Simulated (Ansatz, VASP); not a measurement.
# Sb: VASP beside Ansatz

```
Sb
1.0
     2.18790    1.26319    3.84317
    -2.18790    1.26319    3.84317
     0.00000   -2.52637    3.84317
Sb
2
Direct
  0.23268 0.23268 0.23268
  0.76732 0.76732 0.76732
```

Alike in both runs: task single point; functional PBE; k mesh 9 × 9 × 9; occupations gaussian, width 0.03 eV; no spin polarisation.

|  | VASP | Ansatz |
| --- | --- | --- |
| version | VASP 6.6.1 | Ansatz 0.2.0 |
| potentials or method | VASP PAW PBE potentials, release 64 (Sb), cutoff 520 eV | plane waves (420 eV) with PAW, scalar-relativistic |
| valence electrons in the cell | 10 | 30 |

|  | VASP | Ansatz | Ansatz less VASP |
| --- | --- | --- | --- |
| pressure (GPa) | 0.1 | 0.0 | -0.04 |
| traceless stress, the component that is largest in VASP (GPa) | -0.06 | -0.04 | +0.027 |

VASP's potentials hold 10 valence electrons a cell and Ansatz's 30, so a difference there can come from the potentials and not from the codes.

Neither program's run includes spin-orbit coupling.
